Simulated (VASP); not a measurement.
Fe, 2 atoms in the cell. It takes space group P6_3/mmc (No. 194, hexagonal). Conventional cell: a = 2.434 Å, b = 2.434 Å, c = 3.842 Å, α = 90.00°, β = 90.00°, γ = 120.00°. Within 3.1 Å of Fe (site symmetry -6m2) lie 12 Fe at 2.38 to 2.43 Å. This isn't the form of Fe at room conditions, which is bcc.

```yaml
Program: VASP 6.6.1
Task: single point
Functional: PBE
Potentials_or_basis: VASP PAW PBE potentials, release 64 (Fe)
Cutoff: 520 eV
k_mesh: 12 × 12 × 7
Occupations: gaussian, width 0.024 eV
Spin: collinear spin, ferromagnetic start
Starting_moments: "[3.0, 3.0] μB"
Dipole_correction: no
Further_INCAR_settings: ALGO = Normal; EDIFF = 1e-06; NBANDS = 19
```

Potentials or basis: VASP PAW PBE potentials, release 64 (Fe).

Command:

```console
$ cat potpaw_PBE.64/Fe/POTCAR > POTCAR
$ mpirun -np 1 vasp_std > vasp.out
```

Hardware: 1 thread of AMD EPYC 7R13 (shared host).

Question: How long does it take, and how much memory?

Answer: It took 2 min on 1 thread of AMD EPYC 7R13 (shared host), peak memory 0.13 GiB. Counts: scf iterations 17, k points 76.
